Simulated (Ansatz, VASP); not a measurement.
# B in VASP and in Ansatz

```
B
1.0
     2.34611    0.00000    0.00000
     0.00000    2.34611    0.00000
     0.00000    0.00000    1.58579
B
1
Direct
  0.50000 0.50000 0.50000
```

Alike in both runs: task relaxation of cell and atoms; functional HSE06; k mesh 6 × 6 × 8; occupations fermi-dirac, width 0.05 eV; no spin polarisation.

```csv
,VASP,Ansatz
version,VASP 6.6.1,Ansatz 0.2.0
potentials or method,"VASP PAW PBE potentials, release 64 (B)",Ansatz PAW
plane-wave cutoff (eV),600,420
valence electrons in the cell,3,3
```

VASP gave:

- gap on the k mesh at the Fermi level, each at its own relaxed structure (eV): none
- relaxed volume (Å³/atom): 8.85
- relaxed cell length with the largest relative difference (Å): 2.368

Question: What did Ansatz give for the same quantities?

Answer: gap on the k mesh at the Fermi level, each at its own relaxed structure (eV): none; relaxed volume (Å³/atom): 8.86; relaxed cell length with the largest relative difference (Å): 2.369.

A gap of «none» marks a metal or a gap that the smearing closes.

The k mesh is coarse, so the values compare programs but aren't converged. Noted on Ansatz's run: the plane-wave basis is chosen anew once the cell has moved, so the energies of steps on either side of that aren't comparable.
